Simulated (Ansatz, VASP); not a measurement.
Sc in VASP and in Ansatz

```
CELL_PARAMETERS angstrom
0.00000 3.23174 3.23174
3.23174 0.00000 3.23174
3.23174 3.23174 0.00000
ATOMIC_POSITIONS crystal
Sc 0.12500 0.12500 0.12500
Sc 0.87500 0.87500 0.87500
```

Alike in both runs: task relaxation of cell and atoms; functional r2SCAN; k mesh 9 × 9 × 9; occupations fermi-dirac, width 0.1 eV; no spin polarisation.

|  | VASP | Ansatz |
| --- | --- | --- |
| version | VASP 6.6.1 | Ansatz 0.2.0 |
| potentials or method | VASP PAW PBE potentials, release 64 (Sc_sv), cutoff 600 eV | plane waves (500 eV) with PAW, scalar-relativistic |
| valence electrons in the cell | 22 | 22 |

```tsv
	VASP	Ansatz	Ansatz less VASP
relaxed volume (Å³/atom)	32.39	32.11	-0.280
relaxed cell length with the largest relative difference (Å)	4.508	4.495	-0.0130
```

VASP's potentials were made for PBE, not for r2SCAN.
